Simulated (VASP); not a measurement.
MgS: relaxation of cell and atoms with PBE

MgS:

```
Mg S
1.0
     3.31605    0.00000    0.00000
    -1.65803    2.87179    0.00000
     0.00000    0.00000    5.25817
Mg S
1 1
Direct
  0.33333 0.66667 0.50000
  0.00000 0.00000 0.00000
```

The cell was generated, and may not be a known phase.

```yaml
Program: VASP 6.6.1
Task: relaxation of cell and atoms
Functional: PBE
Potentials_or_basis: VASP PAW PBE potentials, release 64 (Mg, S)
Cutoff: 600 eV
k_mesh: 6 × 6 × 4
Occupations: gaussian, width 0.1 eV
Spin: no spin polarisation
Dipole_correction: no
Further_INCAR_settings: ALGO = Normal; EDIFF = 1e-07; IBRION = 2; EDIFFG = -0.04; NSW = 90; ISIF = 3
```

```json
{
 "Relaxed volume": "18.56 Å³/atom",
 "Relaxed cell": "a = 3.599 Å, b = 3.599 Å, c = 3.310 Å, α = 90.00°, β = 90.00°, γ = 120.00°",
 "Space group after relaxing (to 0.1 Å)": "P-6m2 (No. 187)",
 "Pressure after relaxing": "0.3 GPa",
 "Band gap on the k mesh": "1.13 eV (least direct gap 2.06 eV)"
}
```

Stress tensor (GPa, compression positive):
```
0.34 0.00 0.00
0.00 0.34 0.00
0.00 0.00 0.08
```

Final structure:
```xyz
2
Lattice="3.5991 0.0000 0.0000 -1.7995 3.1169 0.0000 0.0000 0.0000 3.3099" Properties=species:S:1:pos:R:3 pbc="T T T"
Mg    0.0000    2.0779    1.6549
S     0.0000    0.0000    3.3099
```

Levels at points of the mesh, in eV from the valence-band top:
```csv
k point,band 1,band 2,band 3,band 4,band 5,band 6,band 7,band 8
"(0.00, 0.00, 0.00)",-13.07,-0.78,-0.76,-0.76,2.06,5.37,7.10,7.10
"(0.50, 0.00, 0.00)",-11.98,-5.23,-1.74,-0.10,3.08,6.52,7.85,8.49
"(0.00, 0.00, 0.50)",-11.97,-5.76,-0.05,-0.05,5.44,6.96,8.29,9.02
"(0.50, 0.00, 0.50)",-11.08,-4.21,-3.78,-0.93,1.13,5.56,6.32,7.80
```

Run time: 2.7 min on 1 thread of Intel(R) Xeon(R) Platinum 8488C (Sapphire Rapids), on a shared host, peak memory 0.19 GiB.

Caveat: the volume moved by over 15 % at a fixed basis, so the end points are rough. A k mesh can miss the band edges.
